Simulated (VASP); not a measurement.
The system is Tb2PbF.

```
Tb Pb F
1.0
     4.54993    0.00000    0.00000
    -2.27497    3.94036    0.00000
     0.00000    0.00000    5.25620
Tb Pb F
2 1 1
Direct
  0.33333 0.66667 0.00000
  0.66667 0.33333 0.00000
  0.00000 0.00000 0.00000
  0.00000 0.00000 0.50000
```

The cell was generated, and may not be a known phase.

| Quantity | Value |
| --- | --- |
| Program | VASP 6.6.1 |
| Task | relaxation of cell and atoms |
| Functional | PBE |
| Potentials or basis | VASP PAW PBE potentials, release 64 (Tb_3, Pb_d, F), 4f in core |
| Cutoff | 600 eV |
| k mesh | 6 × 6 × 4 |
| Occupations | gaussian, width 0.1 eV |
| Spin | no spin polarisation |

At the start: pressure 40.7 GPa; volume 23.56 Å³/atom.

Question: Where does the relaxation end?

Answer: Over 12 steps the energy falls by 1582.8 meV/atom and the volume is 32.56 Å³/atom (+38.2 %); space group P6/mmm (No. 191, to 0.1 Å) before and after.

The path:
| step | energy change (eV) | largest force (eV/Å) | pressure (GPa) | volume (Å³) |
| --- | --- | --- | --- | --- |
| 1 | 0.0000 | 0.0000 | 40.72 | 94.23 |
| 2 | -4.0278 | 0.0000 | -9.16 | 193.31 |
| 3 | -6.0293 | 0.0000 | -1.09 | 141.90 |
| 4 | -6.0319 | 0.0000 | -1.56 | 143.61 |
| 5 | -6.1966 | 0.0000 | -1.05 | 137.90 |
| 6 | -6.0752 | 0.0000 | 3.94 | 120.43 |
| 7 | -6.3038 | 0.0000 | -0.32 | 132.63 |
| 8 | -6.3248 | 0.0000 | 0.79 | 127.99 |
| 9 | -6.3285 | 0.0000 | 0.39 | 129.43 |
| 10 | -6.3286 | 0.0000 | 0.46 | 129.14 |
| 11 | -6.3305 | 0.0000 | -0.12 | 130.79 |
| 12 | -6.3311 | 0.0000 | 0.07 | 130.24 |

Final structure:
```
Tb Pb F
1.0
     5.68356    0.00000    0.00000
    -2.84178    4.92210    0.00000
     0.00000    0.00000    4.65553
Tb Pb F
2 1 1
Cartesian
  0.0000 3.2814 0.0000
  2.8418 1.6407 0.0000
  0.0000 0.0000 0.0000
  0.0000 0.0000 2.3278
```

Caveat: the volume moved by over 15 % at a fixed basis, so the end points are rough; the run has no spin polarisation, though such a crystal can be magnetic.
